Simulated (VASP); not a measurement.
A run of VASP 6.6.1:

File POSCAR:

```
CdS
1.0
    0.0000000000      2.9165000000      2.9165000000
    2.9165000000      0.0000000000      2.9165000000
    2.9165000000      2.9165000000      0.0000000000
Cd S
1 1
Direct
    0.0000000000      0.0000000000      0.0000000000
    0.7500000000      0.7500000000      0.7500000000
```

File INCAR.step1:

```
SYSTEM = CdS
PREC = Accurate
ENCUT = 520
EDIFF = 1E-5
ISMEAR = -1
SIGMA = 0.05
LREAL = .False.
LASPH = .True.
NELM = 80
ALGO = Normal
ISIF = 2
LWAVE = .True.
LCHARG = .False.
NBANDS = 16
GGA = PE
```

File INCAR.step2:

```
SYSTEM = CdS
PREC = Accurate
ENCUT = 520
EDIFF = 1E-6
ISMEAR = -1
SIGMA = 0.05
LREAL = .False.
LASPH = .True.
NELM = 80
ALGO = Normal
ISIF = 2
LWAVE = .False.
LCHARG = .False.
GGA = PE
LHFCALC = .True.
HFSCREEN = 0.2079
PRECFOCK = Normal
NBANDS = 16
ISTART = 1
```

The input KPOINTS:

```
Automatic mesh
0
Gamma
  4 4 4
  0 0 0
```

Potentials or basis: VASP PAW PBE potentials, release 64 (Cd, S).

Command:

```bash
$ cat potpaw_PBE.64/Cd/POTCAR potpaw_PBE.64/S/POTCAR > POTCAR
$ cp INCAR.step1 INCAR
$ mpirun -np 1 vasp_std > vasp.out
$ cp INCAR.step2 INCAR
$ mpirun -np 1 vasp_std > vasp.out
```

Hardware: 1 thread of Intel(R) Xeon(R) Platinum 8488C (Sapphire Rapids), with other jobs on the host.

Q: How long does it take, and how much memory?

A: Run time: 6 min on 1 thread of Intel(R) Xeon(R) Platinum 8488C (Sapphire Rapids), with other jobs on the host, peak memory 0.28 GiB. Counts: k points 8.
